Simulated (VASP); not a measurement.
A run of VASP 6.6.1 is set up as follows.

INCAR

```
PREC     = Accurate       # precision mode
ENCUT    = 520            # plane-wave cutoff, eV
EDIFF    = 1E-7           # SCF threshold, eV
ISMEAR   = 0              # smearing method
SIGMA    = 0.1            # smearing width, eV
LREAL    = False          # projectors in reciprocal space
LASPH    = True           # aspherical terms in the spheres
NELM     = 80             # most SCF steps
ALGO     = Fast           # electronic algorithm
ISIF     = 2              # what is computed and relaxed
LWAVE    = False          # write WAVECAR
LCHARG   = False          # write CHGCAR
GGA      = PE             # functional
NBANDS   = 21             # bands
```

The input KPOINTS:

```
Automatic mesh
0
Gamma
  12 12 8
```

File POSCAR:

```
Pb
1.0
    3.4800006906      0.0000000000      0.0000000000
   -1.7400003453      3.0137690032      0.0000000000
    0.0000000000      0.0000000000      5.5900000000
Pb
2
Direct
    0.3333333333      0.6666666667      0.2500000000
    0.6666666667      0.3333333333      0.8170840787
```

Potentials or basis: VASP PAW PBE potentials, release 64 (Pb_d).

Launch:

```sh
$ cat potpaw_PBE.64/Pb_d/POTCAR > POTCAR
$ mpirun -np 1 vasp_std > vasp.out
```

Task: Predict the pressure.

Result: 6.8 GPa.

Task: What does it give for the largest force?

Result: 1.219 eV/Å.

Stress tensor (GPa, compression positive):
```
5.82 0.00 0.00
0.00 5.82 0.00
0.00 0.00 8.65
```

Caveat: the cell differs from its parent crystal (one atom moved); the cell stands under pressure; forces of over 1 eV/Å act on the atoms, so gaps and moduli don't describe the material at rest.
